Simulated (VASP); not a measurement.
# Pd (Fm-3m) in VASP: notebook

Aim: see how the results for Pd move with the level of theory and the settings. Levels: PBE+D3(BJ), BLYP+D3(BJ), PBE. Tasks: single point, relaxation of cell and atoms.

Program: VASP 6.6.1. These are calculated values, not measurements. Logs are shortened: lines on timing, memory, paths and dates and some standing lists are left out, and cuts for length are marked.

## 1. The cell of the first run

It takes space group Fm-3m (No. 225, cubic). Conventional cell: a = 3.888 Å, b = 3.888 Å, c = 3.888 Å, α = 90.00°, β = 90.00°, γ = 90.00°. Within 3.6 Å of Pd (site symmetry m-3m) lie 12 Pd at 2.75 Å.

## 2. Single point, PBE+D3(BJ)

The input, INCAR:

```
ALGO = Normal
EDIFF = 1E-6
ENCUT = 520
GGA = PE
ISIF = 2
ISMEAR = -1
IVDW = 12
LASPH = True
LCHARG = True
LELF = True
LREAL = False
LVHAR = True
LWAVE = False
NBANDS = 11
NELM = 60
PREC = Accurate
SIGMA = 0.05
```

The input, KPOINTS:

```
k-points
0
Gamma
  12 12 12
```

The input, POSCAR:

```
Pd
1.0
    0.0000000000      1.9440732995      1.9440732995
    1.9440732995      0.0000000000      1.9440732995
    1.9440732995      1.9440732995      0.0000000000
Pd
1
Direct
    0.0000000000      0.0000000000      0.0000000000
```

Potentials or basis: VASP PAW PBE potentials, release 64 (Pd).

Launch:

```bash
> cat potpaw_PBE.64/Pd/POTCAR > POTCAR
> mpirun -np 1 vasp_std > vasp.out
```

OUTCAR:

```text
EDIFF = 1E-6
   ENCUT = 520
   GGA = PE
   ISIF = 2
   ISMEAR = -1
   IVDW = 12
   LASPH = True
   LREAL = False
   NELM = 60
   PREC = Accurate
 IVDW          = 12

 ion  position               nearest neighbor table
   1  0.000  0.000  0.000-

  LATTYP: Found a face centered cubic cell.
 ALAT       =     3.8881465990

  Lattice vectors:

 A1 = (   0.0000000000,   1.9440732995,   1.9440732995)
 A2 = (   1.9440732995,   0.0000000000,   1.9440732995)
 A3 = (   1.9440732995,   1.9440732995,   0.0000000000)

Analysis of symmetry for initial positions (statically):
[... 33 lines left out ...]
                                     Primitive cell

  volume of cell :      14.6949

  direct lattice vectors                    reciprocal lattice vectors
     0.000000000  1.944073300  1.944073300    -0.257191949  0.257191949  0.257191949
     1.944073300  0.000000000  1.944073300     0.257191949 -0.257191949  0.257191949
     1.944073300  1.944073300  0.000000000     0.257191949  0.257191949 -0.257191949

  length of vectors
     2.749334826  2.749334826  2.749334826     0.445469522  0.445469522  0.445469522

  position of ions in fractional coordinates (direct lattice)
     0.000000000  0.000000000  0.000000000

  ion indices of the primitive-cell ions
   primitive index   ion index
                 1           1

----------------------------------------------------------------------------------------

 KPOINTS: k-points

Automatic generation of k-mesh.
 Grid dimensions read from file:
 generate k-points for:   12   12   12

 Generating k-lattice:

  Cartesian coordinates                     Fractional coordinates (reciprocal lattice)
    -0.021432662  0.021432662  0.021432662     0.083333333  0.000000000  0.000000000
     0.021432662 -0.021432662  0.021432662     0.000000000  0.083333333  0.000000000
     0.021432662  0.021432662 -0.021432662     0.000000000  0.000000000  0.083333333

  Length of vectors
     0.037122460  0.037122460  0.037122460

  Shift w.r.t. Gamma in fractional coordinates (k-lattice)
     0.000000000  0.000000000  0.000000000

 Subroutine IBZKPT returns following result:
 ===========================================

 Found     72 irreducible k-points:

 Following reciprocal coordinates:
            Coordinates               Weight
  0.000000  0.000000  0.000000      1.000000
  0.083333  0.000000  0.000000      8.000000
[... 42 lines left out ...]
   LREAL  =      F    real-space projection
   EDIFFG = 0.1E-04   stopping-criterion for IOM
   NSW    =      0    number of steps for IOM
   IBRION =     -1    ionic relax: 0-MD 1-quasi-New 2-CG
   NFREE  =      0    steps in history (QN), initial steepest desc. (CG)
   ISIF   =      2    stress and relaxation
   ISYM   =      2    0-nonsym 1-usesym 2-fastsym
   POTIM  = 0.5000    time-step for ionic-motion
   TEBEG  =    0.0;   TEEND  =   0.0 temperature during run
   PSTRESS=    0.0 pullay stress
   NELECT =      10.0000    total number of electrons
   NUPDOWN=      -1.0000    fix difference up-down
   EMIN   =  10.00;   EMAX   =-10.00  energy-range for DOS
   EFERMI =   0.00;   METHOD = LEGACY
   ISMEAR =    -1;   SIGMA  =   0.05  broadening in eV -4-tet -1-fermi 0-gaus
   EFERMI_NEDOS =   21; number of points for ismear=-14 and -15
   IALGO  =     38    algorithm
   IMIX   =      4    mixing-type and parameters
     AMIX     =   0.40;   BMIX     =  1.00
     AMIX_MAG =   1.60;   BMIX_MAG =  1.00
  volume/ion in A,a.u.               =      14.69        99.17
  Fermi-wavevector in a.u.,A,eV,Ry     =   1.439966  2.721141 28.211703  2.073502
  Thomas-Fermi vector in A             =   2.558763
   LORBIT       =      0    0 simple, 1 ext, 2 COOP (PROOUT), +10 PAW based schemes
   GGA     = PE    functional components
   LHFCALC =     F    Hartree Fock is set to
   AEXX    =    0.0000 exact exchange contribution
   IVDW    =    12    specifies the selected vdW correction
   LEPSILON=     F    determine dielectric tensor
   LRPA    =     F    only Hartree local field effects (RPA)
 non-spin polarized calculation
  energy-cutoff  :      520.00
  volume of cell :       14.69
 maximum number of plane-waves:       415
   NGX = 11   NGY = 11   NGZ = 11

 number of electron      10.0000000 magnetization

 Free energy of the ion-electron system (eV)
  ---------------------------------------------------
  ext. energy  EPLUGINS =         0.00000000
  ---------------------------------------------------
  free energy    TOTEN  =        -5.21710651 eV

  energy without entropy =       -5.19756665  energy(sigma->0) =       -5.20733658

 E-fermi :   9.8135     XC(G=0): -13.2107

 val. band max:        9.8094063507   @ k =  -0.4167   0.4167   0.1667
 cond. band min:       9.8156003187   @ k =  -0.3333   0.4167   0.0833
 fundamental gap:      0.0061939680
 Fermi energy:         9.8135340658

 k-point     1 :       0.0000    0.0000    0.0000
  band No.  band energies     occupation
      1       2.6776      2.00000
      2       6.9788      2.00000
      3       6.9788      2.00000
      4       6.9788      2.00000
      5       8.5991      2.00000
      6       8.5991      2.00000
      7      27.0410      0.00000
      8      31.8413      0.00000
      9      31.8413      0.00000
     10      31.8413      0.00000
     11      36.0225      0.00000
[... 309 lines left out ...]
 k-point    24 :      -0.4167    0.1667    0.0000
  band No.  band energies     occupation
      1       5.1269      2.00000
      2       6.5013      2.00000
      3       7.4713      2.00000
      4       7.8960      2.00000
      5       9.5802      1.98136
      6      13.4690      0.00000
      7      17.4619      0.00000
      8      25.7092      0.00000
      9      28.7469      0.00000
     10      29.7852      0.00000
     11      36.0986      0.00000

 [... further k-points ...]

------------------------ aborting loop because EDIFF is reached ----------------------------------------

 Edisp (eV)   -0.67071

 E8    (eV) :    -0.2965

  FORCE on cell =-STRESS in cart. coord.  units (eV):
  Direction    XX          YY          ZZ          XY          YZ          ZX
  --------------------------------------------------------------------------------------
  -------------------------------------------------------------------------------------
  Total      -0.02183    -0.02183    -0.02183    -0.00000     0.00000     0.00000
  in kB      -2.37958    -2.37958    -2.37958    -0.00000     0.00000     0.00000
  external pressure =       -2.38 kB  Pullay stress =        0.00 kB

 VOLUME and BASIS-vectors are now :
 -----------------------------------------------------------------------------
  energy-cutoff  :      520.00
  volume of cell :       14.69
      direct lattice vectors                 reciprocal lattice vectors
     0.000000000  1.944073300  1.944073300    -0.257191949  0.257191949  0.257191949
     1.944073300  0.000000000  1.944073300     0.257191949 -0.257191949  0.257191949
     1.944073300  1.944073300  0.000000000     0.257191949  0.257191949 -0.257191949

 POSITION                                       TOTAL-FORCE (eV/Angst)
 -----------------------------------------------------------------------------------
      0.00000      0.00000      0.00000         0.000000      0.000000      0.000000
 -----------------------------------------------------------------------------------
    total drift:                               -0.000000     -0.000000     -0.000000

  FREE ENERGIE OF THE ION-ELECTRON SYSTEM (eV)
  ---------------------------------------------------
  free  energy   TOTEN  =        -5.8878165921 eV

  energy  without entropy=       -5.8682767321  energy(sigma->0) =       -5.87804666
```

It took 9.3 s on 1 thread of AMD EPYC 7R43 (Zen 3), shared host; peak memory 0.11 GiB.

Results:

- Free energy: -5.8878 eV
- Pressure: -0.2 GPa
- Band gap on the k mesh: zero (band 5 reaches 10.13 eV, above the bottom of band 6 at 8.53 eV)
- Dispersion energy per atom: -0.671 eV

Levels at points of the mesh, in eV from the Fermi level:
```tsv
k point	band 1	band 2	band 3	band 4	band 5	band 6	band 7	band 8	band 9	band 10
(0.00, 0.00, 0.00)	-7.14	-2.83	-2.83	-2.83	-1.21	-1.21	17.23	22.03	22.03	22.03
(0.50, 0.00, 0.00)	-5.30	-2.88	-2.88	-0.01	-0.01	1.04	7.38	16.59	21.18	21.18
(0.50, 0.50, 0.00)	-5.40	-5.11	-0.03	0.31	0.31	3.38	10.84	13.26	13.26	21.66
```

Caveat: pairwise dispersion overbinds metals, which lowers pressure and volume.

## 3. Single point, BLYP+D3(BJ)

This run uses another cell than the first one, of 14.80 Å³/atom, 1.007 times its volume.

The input, INCAR:

```
SYSTEM = Pd
PREC = Accurate ; ENCUT = 520
EDIFF = 1E-6 ; ISMEAR = -1
SIGMA = 0.05 ; LREAL = .FALSE.
LASPH = .TRUE. ; NELM = 100
ALGO = Normal ; ISIF = 2
LWAVE = .FALSE. ; LCHARG = .FALSE.
GGA = B5 ; ALDAX = 1.0
AGGAX = 1.0 ; AGGAC = 1.0
ALDAC = 0.0 ; IVDW = 12
VDW_S6 = 1.0 ; VDW_S8 = 2.6996
VDW_A1 = 0.4298 ; VDW_A2 = 4.2359
NBANDS = 11
```

The input, KPOINTS:

```
Automatic mesh
0
G
  12 12 12
  0 0 0
```

The input, POSCAR:

```
Pd
1.0
    0.0000000000      1.9486238482      1.9486238482
    1.9486238482      0.0000000000      1.9486238482
    1.9486238482      1.9486238482      0.0000000000
Pd
1
Direct
    0.0000000000      0.0000000000      0.0000000000
```

Potentials or basis: VASP PAW PBE potentials, release 64 (Pd).

Launch:

```bash
> cat potpaw_PBE.64/Pd/POTCAR > POTCAR
> mpirun -np 1 vasp_std > vasp.out
```

It took 14 s on 1 thread of AMD EPYC 7R43 (Zen 3), shared host; peak memory 0.11 GiB.

The run converged. Its results:

| Item | Value |
| --- | --- |
| Free energy | -5.8399 eV |
| Pressure | 0.4 GPa |
| Band gap on the k mesh | zero (band 5 reaches 10.53 eV, above the bottom of band 6 at 8.93 eV) |
| Dispersion energy per atom | -1.526 eV |

Levels at points of the mesh, in eV from the Fermi level:
| k point | band 2 | band 3 | band 4 | band 5 | band 6 | band 7 | band 8 | band 9 |
| --- | --- | --- | --- | --- | --- | --- | --- | --- |
| (0.00, 0.00, 0.00) | -2.81 | -2.81 | -2.81 | -1.22 | -1.22 | 17.54 | 22.12 | 22.12 |
| (0.50, 0.00, 0.00) | -2.86 | -2.86 | -0.01 | -0.01 | 1.31 | 7.35 | 16.93 | 21.11 |
| (0.50, 0.50, 0.00) | -5.04 | -0.05 | 0.31 | 0.31 | 3.57 | 10.85 | 13.31 | 13.31 |

Caveat: the PAW data sets were made with another functional, which shifts forces and pressure a little; pairwise dispersion overbinds metals, which lowers pressure and volume.

## 4. Single point, PBE

This run uses another cell than the first one, of 15.30 Å³/atom, 1.041 times its volume.

The input, INCAR:

```
PREC = Accurate
ENCUT = 520
EDIFF = 1E-7
ISMEAR = -1
SIGMA = 0.05
LREAL = False
LASPH = True
NELM = 80
ALGO = Normal
ISIF = 2
LWAVE = False
LCHARG = False
GGA = PE
NBANDS = 11
```

The input, KPOINTS:

```
Automatic mesh
0
Gamma
  12 12 12
```

The input, POSCAR:

```
Pd
1.0
    0.0000000000      1.9705598817      1.9705598817
    1.9705598817      0.0000000000      1.9705598817
    1.9705598817      1.9705598817      0.0000000000
Pd
1
Direct
    0.0000000000      0.0000000000      0.0000000000
```

Launch:

```bash
> cat potpaw_PBE.64/Pd/POTCAR > POTCAR
> mpirun -np 1 vasp_std > vasp.out
```

Wall time 16 s (1 thread of AMD EPYC 7R43 (Zen 3), shared host); peak memory 0.11 GiB.

It converged, with:

```yaml
Free_energy: -5.2305 eV
Pressure: -0.2 GPa
Band_gap_on_the_k_mesh: zero (band 5 reaches 9.43 eV, above the bottom of band 6 at 7.95 eV)
```

Levels at points of the mesh, in eV from the Fermi level:
| k point | band 1 | band 2 | band 3 | band 4 | band 5 | band 6 | band 7 | band 8 | band 9 | band 10 |
| --- | --- | --- | --- | --- | --- | --- | --- | --- | --- | --- |
| (0.00, 0.00, 0.00) | -6.83 | -2.65 | -2.65 | -2.65 | -1.14 | -1.14 | 17.20 | 21.77 | 21.77 | 21.77 |
| (0.50, 0.00, 0.00) | -4.99 | -2.70 | -2.70 | -0.01 | -0.01 | 1.13 | 7.06 | 16.55 | 20.77 | 20.77 |
| (0.50, 0.50, 0.00) | -5.06 | -4.79 | -0.04 | 0.29 | 0.29 | 3.38 | 10.42 | 13.04 | 13.04 | 21.07 |

## 5. Relaxation of cell and atoms, PBE

This run uses another cell than the first one, of 14.75 Å³/atom, 1.004 times its volume.

The input, INCAR:

```
SYSTEM = Pd
PREC     = Accurate       ! precision mode
ENCUT    = 600            ! plane-wave cutoff, eV
EDIFF    = 1E-6           ! SCF threshold, eV
ISMEAR   = -1             ! smearing method
SIGMA    = 0.05           ! smearing width, eV
LREAL    = .FALSE.        ! projectors in reciprocal space
LASPH    = .TRUE.         ! aspherical terms in the spheres
NELM     = 100            ! most SCF steps
ALGO     = Normal         ! electronic algorithm
ISIF     = 3              ! what is computed and relaxed
LWAVE    = .FALSE.        ! write WAVECAR
LCHARG   = .FALSE.        ! write CHGCAR
GGA      = PE             ! functional
IBRION   = 2              ! ionic algorithm
NSW      = 80             ! ionic steps
EDIFFG   = -0.02          ! ionic threshold
```

The input, KPOINTS:

```
Automatic mesh
0
G
  12 12 12
  0 0 0
```

The input, POSCAR:

```
Pd
1.0
    0.0000000000      1.9465000000      1.9465000000
    1.9465000000      0.0000000000      1.9465000000
    1.9465000000      1.9465000000      0.0000000000
Pd
1
Direct
    0.0000000000      0.0000000000      0.0000000000
```

Potentials or basis: VASP PAW PBE potentials, release 64 (Pd).

Launch:

```bash
> cat potpaw_PBE.64/Pd/POTCAR > POTCAR
> mpirun -np 1 vasp_std > vasp.out
```

OUTCAR:

```text
SYSTEM = Pd
   PREC = Accurate
   ENCUT = 600
   EDIFF = 1E-6
   ISMEAR = -1
   LREAL = .FALSE.
   LASPH = .TRUE.
   NELM = 100
   ISIF = 3
   GGA = PE
   IBRION = 2
   NSW = 80
   EDIFFG = -0.02

 ion  position               nearest neighbor table
   1  0.000  0.000  0.000-

  LATTYP: Found a face centered cubic cell.
 ALAT       =     3.8930000000

  Lattice vectors:

 A1 = (   0.0000000000,   1.9465000000,   1.9465000000)
 A2 = (   1.9465000000,   0.0000000000,   1.9465000000)
 A3 = (   1.9465000000,   1.9465000000,   0.0000000000)

Analysis of symmetry for initial positions (statically):
[... 33 lines left out ...]
                                     Primitive cell

  volume of cell :      14.7500
[... 213 lines left out ...]
  ---------------------------------------------------
  free energy    TOTEN  =        -5.23019955 eV

  energy without entropy =       -5.20980710  energy(sigma->0) =       -5.22000332

 E-fermi :   9.1606     XC(G=0): -12.9645

 val. band max:        9.1601978569   @ k =  -0.3333   0.4167   0.0833
 cond. band min:       9.1607957597   @ k =   0.5000   0.4167   0.0833
 fundamental gap:      0.0005979028
 Fermi energy:         9.1606388932

 k-point     1 :       0.0000    0.0000    0.0000
  band No.  band energies     occupation
      1       2.3251      2.00000
      2       6.5011      2.00000
      3       6.5011      2.00000
      4       6.5011      2.00000
      5       8.0200      2.00000
      6       8.0200      2.00000
      7      26.3605      0.00000
      8      30.9356      0.00000
      9      30.9356      0.00000
[... 265 lines left out ...]
 k-point    24 :      -0.4167    0.1667    0.0000
  band No.  band energies     occupation
      1       4.7467      2.00000
      2       6.0603      2.00000
      3       6.9680      2.00000
      4       7.3751      2.00000
      5       8.9406      1.97576
      6      12.7391      0.00000
      7      16.5201      0.00000
      8      24.7693      0.00000
      9      27.8220      0.00000

 [... further k-points ...]
[... 5 lines left out ...]
  --------------------------------------------------------------------------------------
  -------------------------------------------------------------------------------------
  Total       -0.0048066     -0.0048066     -0.0048066      0.0000000      0.0000000      0.0000000
  in kB       -0.5037831     -0.5037831     -0.5037831      0.0000000      0.0000000      0.0000000
  external PRESSURE =      -0.5037831 kB  Pullay stress =       0.0000000 kB
[... 16 lines left out ...]
  FREE ENERGIE OF THE ION-ELECTRON SYSTEM (eV)
  ---------------------------------------------------
  free  energy   TOTEN  =        -5.2301995521 eV

  energy  without entropy=       -5.2098070951  energy(sigma->0) =       -5.22000332

 reached required accuracy - stopping structural energy minimisation
```

It took 24 s on 1 thread of AMD EPYC 7R43 (Zen 3), shared host; peak memory 0.12 GiB.

Results:

| Item | Value |
| --- | --- |
| Free energy | -5.2302 eV |
| Relaxed volume | 15.29 Å³/atom |
| Relaxed cell | a = 2.786 Å, b = 2.786 Å, c = 2.786 Å, α = 60.00°, β = 60.00°, γ = 60.00° |
| Space group after relaxing (to 0.05 Å) | Fm-3m (No. 225) |
| Energy gained by relaxing | 10.4 meV/atom |
| Ionic steps | 3 |
| Pressure after relaxing | -0.1 GPa |
| Band gap on the k mesh | zero (band 5 reaches 9.45 eV, above the bottom of band 6 at 7.96 eV) |

Step by step:
```
step  energy change (eV)  largest force (eV/Å)  pressure (GPa)  volume (Å³)
   1              0.0000                0.0000            6.57        14.75
   2              0.0093                0.0000           -7.49        16.08
   3             -0.0104                0.0000           -0.05        15.29
```

Final structure:
```xyz
1
Lattice="0.0000 1.9698 1.9698 1.9698 0.0000 1.9698 1.9698 1.9698 0.0000" Properties=species:S:1:pos:R:3 pbc="T T T"
Pd    0.0000    0.0000    0.0000
```

PBE usually gives volumes a little too large and moduli too small. Zero-point motion and thermal expansion aren't in these numbers.

## 6. Relaxation of cell and atoms, PBE+D3(BJ)

This run uses another cell than the first one, of 14.75 Å³/atom, 1.004 times its volume.

The input, INCAR:

```
ALGO = Normal
EDIFF = 1E-6
EDIFFG = -0.01
ENCUT = 600
GGA = PE
IBRION = 2
ISIF = 3
ISMEAR = -1
IVDW = 12
LASPH = T
LCHARG = F
LREAL = F
LWAVE = F
NELM = 80
NSW = 80
PREC = Accurate
SIGMA = 0.05
```

The input, KPOINTS:

```
k-points
0
Gamma
  12 12 12
```

POSCAR is that of step 5.

Potentials or basis: VASP PAW PBE potentials, release 64 (Pd).

Launch:

```bash
> cat potpaw_PBE.64/Pd/POTCAR > POTCAR
> mpirun -np 1 vasp_std > vasp.out
```

Run time: 26 s. Hardware: 1 thread of AMD EPYC 7R43 (Zen 3), shared host; peak memory 0.12 GiB.

The run converged. Its results:

* Free energy: -5.8881 eV
* Relaxed volume: 14.67 Å³/atom
* Relaxed cell: a = 2.748 Å, b = 2.748 Å, c = 2.748 Å, α = 60.00°, β = 60.00°, γ = 60.00°
* Space group after relaxing (to 0.05 Å): Fm-3m (No. 225)
* Energy gained by relaxing: 0.3 meV/atom
* Ionic steps: 3
* Pressure after relaxing: 0.0 GPa
* Band gap on the k mesh: zero (band 5 reaches 10.16 eV, above the bottom of band 6 at 8.56 eV)
* Dispersion energy per atom: -0.672 eV

The path:
| step | energy change (eV) | largest force (eV/Å) | pressure (GPa) | volume (Å³) |
| --- | --- | --- | --- | --- |
| 1 | 0.0000 | 0.0000 | -0.99 | 14.75 |
| 2 | 0.0003 | 0.0000 | 1.57 | 14.56 |
| 3 | -0.0003 | 0.0000 | 0.00 | 14.67 |

Final structure:
```xyz
1
Lattice="0.0000 1.9430 1.9430 1.9430 0.0000 1.9430 1.9430 1.9430 0.0000" Properties=species:S:1:pos:R:3 pbc="T T T"
Pd    0.0000    0.0000    0.0000
```

Levels at points of the mesh, in eV from the Fermi level:
| k point | band 3 | band 4 | band 5 | band 6 | band 7 | band 8 |
| --- | --- | --- | --- | --- | --- | --- |
| (0.00, 0.00, 0.00) | -2.84 | -2.84 | -1.22 | -1.22 | 17.23 | 22.04 |
| (0.50, 0.00, 0.00) | -2.89 | -0.01 | -0.01 | 1.04 | 7.39 | 16.59 |
| (0.50, 0.50, 0.00) | -0.03 | 0.31 | 0.31 | 3.38 | 10.86 | 13.27 |

Caveat: pairwise dispersion overbinds metals, which lowers pressure and volume.

## 7. Summary

```csv
task,level,cell,cutoff (eV),gap on the mesh (eV),pressure (GPa),relaxed volume (Å³/atom)
single point,PBE+D3(BJ),"a = 2.749 Å, angles 60.0°, 1 atom",520,none,-0.2,-
single point,BLYP+D3(BJ),"a = 2.756 Å, angles 60.0°, 1 atom",520,none,0.4,-
single point,PBE,"a = 2.787 Å, angles 60.0°, 1 atom",520,none,-0.2,-
relaxation of cell and atoms,PBE,"relaxed from a = 2.753 Å, angles 60.0°, 1 atom",600,none,-0.1,15.29
relaxation of cell and atoms,PBE+D3(BJ),"relaxed from a = 2.753 Å, angles 60.0°, 1 atom",600,none,0.0,14.67
```

Alike in all rows: potentials or basis VASP PAW PBE potentials, release 64 (Pd); no spin polarisation; k mesh 12 × 12 × 12; smearing fermi-dirac 0.05 eV.

Caveats: pairwise dispersion overbinds metals, which lowers pressure and volume (some runs); the PAW data sets were made with another functional, which shifts forces and pressure a little (some runs).

Absolute energies hang on the potentials; compare differences alone.
